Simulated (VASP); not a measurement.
Write the native input for VASP 6.6.1 that does the following.

```yaml
Task: single point
Functional: PBE
Potentials_or_basis: VASP PAW PBE potentials, release 64 (Rb_sv)
Cutoff: 520 eV
k_mesh: 10 × 10 × 6
Occupations: gaussian, width 0.1 eV
Spin: no spin polarisation
Dipole_correction: no
Further_INCAR_settings: ALGO = Fast; EDIFF = 1e-06; NBANDS = 16
```

The structure of Rb lies in POSCAR:

```
Rb
1.0
    2.5134947717     -4.4028202549      0.0000000000
    2.5134947717      4.4028202549      0.0000000000
    0.0000000000      0.0000000000      8.2095129904
Rb
2
Direct
    0.8366631361      0.1633368639      0.7500000000
    0.1633368639      0.8366631361      0.2500000000
```

The input as run:

INCAR

```
SYSTEM = Rb
ALGO = Fast
EDIFF = 1E-6
ENCUT = 520
GGA = PE
ISIF = 2
ISMEAR = 0
LASPH = .TRUE.
LCHARG = .FALSE.
LREAL = .FALSE.
LWAVE = .FALSE.
NBANDS = 16
NELM = 80
PREC = Accurate
SIGMA = 0.1
```

KPOINTS

```
k-points
0
G
  10 10 6
  0 0 0
```

Potentials or basis: VASP PAW PBE potentials, release 64 (Rb_sv).

Launch:

```console
$ cat potpaw_PBE.64/Rb_sv/POTCAR > POTCAR
$ mpirun -np 1 vasp_std > vasp.out
```

It gave:

```
Pressure               : 0.0 GPa
Band gap on the k mesh : zero (bands 9 and 10 overlap by 2.10 eV)
```

Wall time 4.3 min on 1 thread of Intel(R) Xeon(R) Platinum 8259CL CPU @ 2.50GHz (Skylake/Cascade Lake) (shared host), peak memory 0.49 GiB.
